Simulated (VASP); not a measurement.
# I (Cmce) in VASP: a series of runs

I is run at these levels: PBEsol; tasks: relaxation of cell and atoms, relaxation of shape and atoms at fixed volume.

All numbers are computed with VASP 6.6.1; they aren't measurements. Logs are shortened: lines on timing, memory, paths and dates and some standing lists are left out, and cuts for length are marked.

### Step 1. The cell of the first run

Symmetry: Cmce, No. 64, orthorhombic system. Conventional cell: a = 7.329 Å, b = 4.535 Å, c = 9.475 Å, α = 90.00°, β = 90.00°, γ = 90.00°. I (site symmetry m) has 3 I at 2.80 to 3.32 Å within 3.7 Å.

### Step 2. Relaxation of cell and atoms, PBEsol

INCAR

```
PREC = Accurate ; ENCUT = 600
EDIFF = 1E-6 ; ISMEAR = 0
SIGMA = 0.02 ; LREAL = F
LASPH = T ; NELM = 80
ALGO = Normal ; ISIF = 3
LWAVE = F ; LCHARG = F
GGA = PS ; IBRION = 2
NSW = 100 ; EDIFFG = -0.005
```

KPOINTS

```
Automatic mesh
0
Gamma
  8 8 4
```

POSCAR

```
I
1.0
    3.6647286240     -2.2675950539      0.0000000000
    3.6647286240      2.2675950539      0.0000000000
    0.0000000000      0.0000000000      9.4750824082
I
4
Direct
    0.8260772025      0.1739227975      0.8778207272
    0.3260772025      0.6739227975      0.6221792728
    0.1739227975      0.8260772025      0.1221792728
    0.6739227975      0.3260772025      0.3778207272
```

Potentials or basis: VASP PAW PBE potentials, release 64 (I).

Started as:

```bash
$ cat potpaw_PBE.64/I/POTCAR > POTCAR
$ mpirun -np 1 vasp_std > vasp.out
```

OUTCAR:

```text
PREC = Accurate
   ENCUT = 600
   EDIFF = 1E-6
   ISMEAR = 0
   LREAL = F
   LASPH = T
   NELM = 80
   ISIF = 3
   GGA = PS
   IBRION = 2
   NSW = 100
   EDIFFG = -0.005

 ion  position               nearest neighbor table
   1  0.826  0.174  0.878-   3 2.80   2 3.32   2 3.32
   2  0.326  0.674  0.622-   4 2.80   1 3.32   1 3.32
   3  0.174  0.826  0.122-   1 2.80   4 3.32   4 3.32
   4  0.674  0.326  0.378-   2 2.80   3 3.32   3 3.32

  LATTYP: Found a base centered orthorhombic cell.
 ALAT       =     4.5351901078
 B/A-ratio  =     1.6161301012
 C/A-ratio  =     2.0892359930

  Lattice vectors:

 A1 = (  -3.6647286240,  -2.2675950539,   0.0000000000)
 A2 = (   3.6647286240,  -2.2675950539,   0.0000000000)
 A3 = (   0.0000000000,   0.0000000000,   9.4750824082)

Analysis of symmetry for initial positions (statically):
=====================================================================
 Subroutine PRICEL returns:
 Original cell was already a primitive cell.

 Routine SETGRP: Setting up the symmetry group for a
 base centered orthorhombic supercell.

 Subroutine GETGRP returns: Found  8 space group operations
 (whereof  4 operations were pure point group operations)
 out of a pool of  8 trial point group operations.

The static configuration has the point symmetry C_2h.
 The point group associated with its full space group is D_2h.

Analysis of symmetry for dynamics (positions and initial velocities):
=====================================================================
 Subroutine PRICEL returns:
 Original cell was already a primitive cell.

 Routine SETGRP: Setting up the symmetry group for a
 base centered orthorhombic supercell.

 Subroutine GETGRP returns: Found  8 space group operations
 (whereof  4 operations were pure point group operations)
 out of a pool of  8 trial point group operations.

The dynamic configuration has the point symmetry C_2h.
 The point group associated with its full space group is D_2h.

 Subroutine INISYM returns: Found  8 space group operations
 (whereof  4 operations are pure point group operations),
 and found     1 'primitive' translations

----------------------------------------------------------------------------------------

                                     Primitive cell

  volume of cell :     157.4782

  direct lattice vectors                    reciprocal lattice vectors
     3.664728624 -2.267595054  0.000000000     0.136435750 -0.220497923  0.000000000
     3.664728624  2.267595054  0.000000000     0.136435750  0.220497923  0.000000000
     0.000000000  0.000000000  9.475082408     0.000000000  0.000000000  0.105539979

  length of vectors
     4.309550234  4.309550234  9.475082408     0.259295291  0.259295291  0.105539979

  position of ions in fractional coordinates (direct lattice)
     0.826077203  0.173922797  0.877820727
     0.326077203  0.673922797  0.622179273
     0.173922797  0.826077203  0.122179273
     0.673922797  0.326077203  0.377820727

  ion indices of the primitive-cell ions
   primitive index   ion index
                 1           1
                 2           2
                 3           3
                 4           4

----------------------------------------------------------------------------------------

 KPOINTS: Automatic mesh

Automatic generation of k-mesh.
 Grid dimensions read from file:
 generate k-points for:    8    8    4

 Generating k-lattice:

  Cartesian coordinates                     Fractional coordinates (reciprocal lattice)
     0.017054469 -0.027562240  0.000000000     0.125000000  0.000000000  0.000000000
     0.017054469  0.027562240  0.000000000     0.000000000  0.125000000  0.000000000
     0.000000000  0.000000000  0.026384995     0.000000000  0.000000000  0.250000000

  Length of vectors
     0.032411911  0.032411911  0.026384995

  Shift w.r.t. Gamma in fractional coordinates (k-lattice)
     0.000000000  0.000000000  0.000000000

 Subroutine IBZKPT returns following result:
 ===========================================

 Found     63 irreducible k-points:

 Following reciprocal coordinates:
            Coordinates               Weight
  0.000000  0.000000  0.000000      1.000000
  0.125000  0.000000  0.000000      4.000000
  0.250000  0.000000  0.000000      4.000000
  0.375000  0.000000  0.000000      4.000000
  0.500000  0.000000  0.000000      2.000000
  0.125000  0.125000  0.000000      2.000000
[... 16 lines left out ...]
  0.125000  0.000000  0.250000      8.000000
  0.250000  0.000000  0.250000      8.000000
 [... further k-points ...]
   k-points           NKPTS =     63   k-points in BZ     NKDIM =     63   number of bands    NBANDS=     18
   number of dos      NEDOS =    301   number of ions     NIONS =      4
   total plane-waves  NPLWV = 103680
   dimension x,y,z NGX =    36 NGY =   36 NGZ =   80
   dimension x,y,z NGXF=    72 NGYF=   72 NGZF=  160
   ions per type =               4
   NGX,Y,Z   is equivalent  to a cutoff of  13.89, 13.89, 14.04 a.u.
   NGXF,Y,Z  is equivalent  to a cutoff of  27.77, 27.77, 28.07 a.u.
 SYSTEM =  unknown system
   PREC   = accura    normal or accurate (medium, high low for compatibility)
   ISTART =      0    job   : 0-new  1-cont  2-samecut
   ICHARG =      2    charge: 1-file 2-atom 10-const
   ISPIN  =      1    spin polarized calculation?
   LNONCOLLINEAR =      F non collinear calculations
   LSORBIT =      F    spin-orbit coupling
   LASPH  =      T    aspherical Exc in radial PAW
   ENCUT  =  600.0 eV  44.10 Ry    6.64 a.u.   8.61  8.61 18.92*2*pi/ulx,y,z
   NELM   =     80;   NELMIN=  2; NELMDL= -5     # of ELM steps
   EDIFF  = 0.1E-05   stopping-criterion for ELM
   LREAL  =      F    real-space projection
   EDIFFG = -.5E-02   stopping-criterion for IOM
   NSW    =    100    number of steps for IOM
   IBRION =      2    ionic relax: 0-MD 1-quasi-New 2-CG
   NFREE  =      1    steps in history (QN), initial steepest desc. (CG)
   ISIF   =      3    stress and relaxation
   ISYM   =      2    0-nonsym 1-usesym 2-fastsym
   POTIM  = 0.5000    time-step for ionic-motion
   TEBEG  =    0.0;   TEEND  =   0.0 temperature during run
   PSTRESS=    0.0 pullay stress
   NELECT =      28.0000    total number of electrons
   NUPDOWN=      -1.0000    fix difference up-down
   EMIN   =  10.00;   EMAX   =-10.00  energy-range for DOS
   EFERMI =   0.00;   METHOD = LEGACY
   ISMEAR =     0;   SIGMA  =   0.02  broadening in eV -4-tet -1-fermi 0-gaus
   EFERMI_NEDOS =   21; number of points for ismear=-14 and -15
   IALGO  =     38    algorithm
   IMIX   =      4    mixing-type and parameters
     AMIX     =   0.40;   BMIX     =  1.00
     AMIX_MAG =   1.60;   BMIX_MAG =  1.00
  volume/ion in A,a.u.               =      39.37       265.68
  Fermi-wavevector in a.u.,A,eV,Ry     =   0.920564  1.739614 11.530099  0.847438
  Thomas-Fermi vector in A             =   2.045884
   LORBIT       =      0    0 simple, 1 ext, 2 COOP (PROOUT), +10 PAW based schemes
   GGA     = PS    functional components
   LHFCALC =     F    Hartree Fock is set to
   AEXX    =    0.0000 exact exchange contribution
   IVDW    =     0    specifies the selected vdW correction
   LEPSILON=     F    determine dielectric tensor
   LRPA    =     F    only Hartree local field effects (RPA)
 conjugate gradient relaxation of ions
 non-spin polarized calculation
 Gauss-broadening in eV      SIGMA  =   0.02
  energy-cutoff  :      600.00
  volume of cell :      157.48
 maximum number of plane-waves:      5284
 NGX is ok and might be reduce to    36
   NGX = 17   NGY = 17   NGZ = 37

--------------------------------------- Ionic step        1  -------------------------------------------

 number of electron      28.0000001 magnetization

 Free energy of the ion-electron system (eV)
  ---------------------------------------------------
  ext. energy  EPLUGINS =         0.00000000
  ---------------------------------------------------
  free energy    TOTEN  =        -7.01400664 eV

  energy without entropy =       -7.01400664  energy(sigma->0) =       -7.01400664

------------------------ aborting loop because EDIFF is reached ----------------------------------------

  FORCE on cell =-STRESS in cart. coord.  units (eV):
  Direction    XX          YY          ZZ          XY          YZ          ZX
  --------------------------------------------------------------------------------------
  -------------------------------------------------------------------------------------
  Total        0.1932049     -0.3631871     -0.0307591      0.0000000      0.0000000      0.0000000
  in kB        1.9656598     -3.6950526     -0.3129416      0.0000000      0.0000000      0.0000000
  external PRESSURE =      -0.6807782 kB  Pullay stress =       0.0000000 kB
[... 95 lines left out ...]
  FREE ENERGIE OF THE ION-ELECTRON SYSTEM (eV)
  ---------------------------------------------------
  free  energy   TOTEN  =        -7.0170960871 eV

  energy  without entropy=       -7.0170960870  energy(sigma->0) =       -7.01709609

[... ionic steps 4 to 11 ...]

--------------------------------------- Ionic step       12  -------------------------------------------

 number of electron      27.9999999 magnetization

------------------------ aborting loop because EDIFF is reached ----------------------------------------

  FORCE on cell =-STRESS in cart. coord.  units (eV):
  Direction    XX          YY          ZZ          XY          YZ          ZX
  --------------------------------------------------------------------------------------
  -------------------------------------------------------------------------------------
  Total        0.0022690      0.0255760      0.0217072      0.0000000     -0.0000000      0.0000000
  in kB        0.0229283      0.2584411      0.2193478      0.0000000     -0.0000000      0.0000000
  external PRESSURE =       0.1669057 kB  Pullay stress =       0.0000000 kB
[... 61 lines left out ...]
  energy  without entropy=       -7.0230263794  energy(sigma->0) =       -7.02302638

--------------------------------------- Ionic step       14  -------------------------------------------

 number of electron      27.9999999 magnetization

 Free energy of the ion-electron system (eV)
  ---------------------------------------------------
  ext. energy  EPLUGINS =         0.00000000
  ---------------------------------------------------
  free energy    TOTEN  =        -7.02303976 eV

  energy without entropy =       -7.02303976  energy(sigma->0) =       -7.02303976

 E-fermi :   3.3770     XC(G=0):  -8.5315

 val. band max:        3.2647262943   @ k =   0.0000   0.0000   0.0000
 cond. band min:       4.0636539929   @ k =   0.5000   0.3750   0.0000
 fundamental gap:      0.7989276986
 Fermi energy:         3.3769611973

 k-point     1 :       0.0000    0.0000    0.0000
  band No.  band energies     occupation
      1     -10.5640      2.00000
      2      -9.7003      2.00000
      3      -9.0141      2.00000
      4      -7.4775      2.00000
      5      -1.5615      2.00000
      6       0.1653      2.00000
[... 10 lines left out ...]
     17       7.8247      0.00000
     18       8.1094      0.00000
[... 466 lines left out ...]
      2      -9.7733      2.00000
      3      -8.5812      2.00000
      4      -7.8742      2.00000
      5      -1.4752      2.00000
      6      -0.8866      2.00000
[... 10 lines left out ...]
     17       8.8881      0.00000
     18       8.9837      0.00000

 [... further k-points ...]
[... 5 lines left out ...]
  --------------------------------------------------------------------------------------
  -------------------------------------------------------------------------------------
  Total        0.0024409      0.0082747      0.0173661      0.0000000     -0.0000000      0.0000000
  in kB        0.0246511      0.0835658      0.1753798      0.0000000     -0.0000000      0.0000000
  external PRESSURE =       0.0945322 kB  Pullay stress =       0.0000000 kB
[... 19 lines left out ...]
  FREE ENERGIE OF THE ION-ELECTRON SYSTEM (eV)
  ---------------------------------------------------
  free  energy   TOTEN  =        -7.0230397640 eV

  energy  without entropy=       -7.0230397640  energy(sigma->0) =       -7.02303976

 reached required accuracy - stopping structural energy minimisation
```

Wall time 8.7 min (1 thread of Intel Xeon 6975P-C (Granite Rapids), shared host); peak memory 0.43 GiB.

Results:

```yaml
Free_energy: -7.0230 eV
Relaxed_volume: 39.66 Å³/atom
Relaxed_cell: a = 4.348 Å, b = 4.348 Å, c = 9.635 Å, α = 90.00°, β = 90.00°, γ = 60.57°
Space_group_after_relaxing_to_0.05_Å: Cmce (No. 64)
Energy_gained_by_relaxing: 2.3 meV/atom
Ionic_steps: 14
Pressure_after_relaxing: 0.0 GPa
Largest_force_after_relaxing: 0.004 eV/Å
Band_gap_on_the_k_mesh: 0.80 eV, indirect (least direct gap 1.08 eV)
```

Forces in eV/Å, atoms in the order of the input:
```
I    0.000 -0.004 -0.002
I    0.000 -0.004  0.002
I    0.000  0.004  0.002
I    0.000  0.004 -0.002
```

Step by step:
```
step  energy change (eV)  largest force (eV/Å)  pressure (GPa)  volume (Å³)
   1              0.0000                0.0433           -0.07       157.48
   2             -0.0020                0.0390            0.06       157.10
   3             -0.0031                0.0429            0.26       156.55
   4             -0.0041                0.0257            0.22       156.73
   5             -0.0061                0.0400            0.08       157.28
   6             -0.0049                0.1464           -0.16       158.35
   7             -0.0065                0.0744            0.00       157.63
   8             -0.0071                0.0661            0.00       157.76
   9             -0.0084                0.0411            0.00       158.14
  10             -0.0087                0.0130            0.01       158.88
  11             -0.0090                0.0137            0.00       158.57
  12             -0.0090                0.0069            0.02       158.56
  13             -0.0090                0.0026            0.03       158.55
  14             -0.0090                0.0042            0.01       158.65
```

Final structure:
```yaml
crystal:
  lattice:
    - [3.75467, -2.19259, 0.00000]
    - [3.75467, 2.19259, 0.00000]
    - [0.00000, 0.00000, 9.63550]
  atoms:
    - { symbol: I, position: [0.82665, 0.17335, 0.87731] }
    - { symbol: I, position: [0.32665, 0.67335, 0.62269] }
    - { symbol: I, position: [0.17335, 0.82665, 0.12269] }
    - { symbol: I, position: [0.67335, 0.32665, 0.37731] }
```

Caveat: the PAW data sets were made with another functional, which shifts forces and pressure a little; spin-orbit coupling is left out, which moves the levels of the heavy elements.

[end of part 1 of 2]
